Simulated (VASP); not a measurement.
Input of a VASP 6.6.1 run:

The input POSCAR:

```
Al16BN15
1.0
    6.2595139128      0.0000000578      0.0000000000
   -3.1297570064      5.4208980350      0.0000000000
    0.0000000000      0.0000000000     10.0348065929
Al N B
16 15 1
Direct
    0.3333333333      0.1666666667      0.2496176900
    0.1666666667      0.3333333333      0.4996176900
    0.3333333333      0.1666666667      0.7496176900
    0.1666666667      0.3333333333      0.9996176900
    0.3333333333      0.6666666667      0.2496176900
    0.1666666667      0.8333333333      0.4996176900
    0.3333333333      0.6666666667      0.7496176900
    0.1666666667      0.8333333333      0.9996176900
    0.8333333333      0.1666666667      0.2496176900
    0.6666666667      0.3333333333      0.4996176900
    0.8333333333      0.1666666667      0.7496176900
    0.6666666667      0.3333333333      0.9996176900
    0.8333333333      0.6666666667      0.2496176900
    0.6666666667      0.8333333333      0.4996176900
    0.8333333333      0.6666666667      0.7496176900
    0.6666666667      0.8333333333      0.9996176900
    0.3333333333      0.1666666667      0.4403823100
    0.1666666667      0.3333333333      0.1903823100
    0.3333333333      0.1666666667      0.9403823100
    0.1666666667      0.3333333333      0.6903823100
    0.3333333333      0.6666666667      0.4403823100
    0.1666666667      0.8333333333      0.1903823100
    0.3333333333      0.6666666667      0.9403823100
    0.1666666667      0.8333333333      0.6903823100
    0.8333333333      0.1666666667      0.4403823100
    0.6666666667      0.3333333333      0.1903823100
    0.8333333333      0.1666666667      0.9403823100
    0.6666666667      0.3333333333      0.6903823100
    0.6666666667      0.8333333333      0.1903823100
    0.8333333333      0.6666666667      0.9403823100
    0.6666666667      0.8333333333      0.6903823100
    0.8333333333      0.6666666667      0.4403823100
```

File INCAR.step1:

```
SYSTEM = Al16BN15
ALGO = Normal ; EDIFF = 1E-5
ENCUT = 520 ; GGA = PE
ISIF = 2 ; ISMEAR = -1
ISPIN = 2 ; LASPH = .TRUE.
LCHARG = .FALSE. ; LORBIT = 11
LREAL = Auto ; LWAVE = .TRUE.
MAGMOM = 0 0 0 0 0 0.02 0 0 0 0.02 0 0 0.01 0.03 0 0 0 0 0 0 0.06 0 0 0.02 0.06 0 0 0.02 0.03 0 0 0.29 ; NBANDS = 89
NELECT = 127.0 ; NELM = 150
NUPDOWN = 1.0 ; PREC = Accurate
SIGMA = 0.01
```

Contents of INCAR.step2:

```
SYSTEM = Al16BN15
AEXX = 0.25 ; ALGO = Normal
EDIFF = 1E-6 ; ENCUT = 520
GGA = PE ; ISIF = 2
ISMEAR = -1 ; ISPIN = 2
ISTART = 1 ; LASPH = .TRUE.
LCHARG = .FALSE. ; LHFCALC = .TRUE.
LORBIT = 11 ; LREAL = Auto
LWAVE = .FALSE. ; MAGMOM = 0 0 0 0 0 0.02 0 0 0 0.02 0 0 0.01 0.03 0 0 0 0 0 0 0.06 0 0 0.02 0.06 0 0 0.02 0.03 0 0 0.29
NBANDS = 89 ; NELECT = 127.0
NELM = 150 ; NUPDOWN = 1.0
PREC = Accurate ; PRECFOCK = Fast
SIGMA = 0.01
```

Contents of KPOINTS:

```
Automatic mesh
0
Gamma
  1 1 1
  0.25 0.25 0.25
```

Potentials or basis: VASP PAW PBE potentials, release 64 (Al, N, B).

The run is started by

```bash
$ cat potpaw_PBE.64/Al/POTCAR potpaw_PBE.64/N/POTCAR potpaw_PBE.64/B/POTCAR > POTCAR
$ cp INCAR.step1 INCAR
$ mpirun -np 1 vasp_std > vasp.out
$ cp INCAR.step2 INCAR
$ mpirun -np 1 vasp_std > vasp.out
```

Problem. Estimate the largest force.

Solution. 1.512 eV/Å.

Forces in eV/Å, atoms in the order of the input:
```
Al   0.032 -0.018  1.140
Al   0.000  0.000 -0.581
Al   0.093 -0.054 -0.347
Al   0.000  0.000  0.359
Al   0.000  0.036  1.140
Al   1.255  0.725 -0.430
Al   0.000  0.107 -0.347
Al   0.027  0.015  0.387
Al  -0.032 -0.018  1.140
Al  -0.001 -1.449 -0.430
Al  -0.093 -0.054 -0.347
Al   0.000 -0.031  0.387
Al   0.002 -0.001 -0.776
Al  -1.254  0.724 -0.428
Al   0.000  0.000 -0.760
Al  -0.027  0.015  0.387
N    0.112 -0.064 -0.057
N    0.000  0.000 -0.719
N   -0.062  0.036 -0.129
N    0.000  0.000  0.462
N    0.000  0.129 -0.057
N    0.252  0.145 -1.205
N    0.000 -0.072 -0.129
N    0.279  0.161  1.001
N   -0.112 -0.064 -0.057
N    0.000 -0.291 -1.205
N    0.062  0.036 -0.129
N    0.000 -0.323  1.001
N   -0.251  0.145 -1.204
N    0.000  0.000 -0.127
N   -0.280  0.162  1.002
B   -0.001  0.000  1.060
```

Caveat: the k points lie up to 0.58 Å⁻¹ apart; the cell carries a net charge on a neutralising background, which shifts energy and pressure; the PAW data sets were made with another functional, which shifts forces and pressure a little; the total moment is fixed, so each spin has its own Fermi level and the state may be an excited one.
